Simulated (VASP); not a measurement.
The system is Si.

```xyz
2
Lattice="-0.0506 2.7260 2.7260 2.7260 -0.0506 2.7260 2.7260 2.7260 -0.0506" Properties=species:S:1:pos:R:3 pbc="T T T"
Si   -0.0060   -0.0060   -0.0060
Si    1.3563    1.3563    1.3563
```

This cell differs from its parent crystal: epitaxial 111 strain +2.0%.

Base run:

- Program: VASP 6.6.1
- Functional: r2SCAN
- Potentials or basis: VASP PAW PBE potentials, release 64 (Si)
- Cutoff: 520 eV
- k mesh: 6 × 6 × 6
- Occupations: gaussian, width 0.01 eV
- Spin: no spin polarisation

Its results: band gap on the k mesh 0.70 eV (least direct gap 2.49 eV).

**Question.** The run is repeated on the same cell with these changes: functional from r2SCAN to HSE06; further incar settings from ALGO = Normal; EDIFF = 1e-08 to ALGO = Normal; EDIFF = 1e-06; NBANDS = 11. What comes out?

**Answer.** Band gap on the k mesh 1.08 eV (least direct gap 3.05 eV).

Caveats: the cell stands under tension (at least some runs).

A k mesh can miss the band edges.
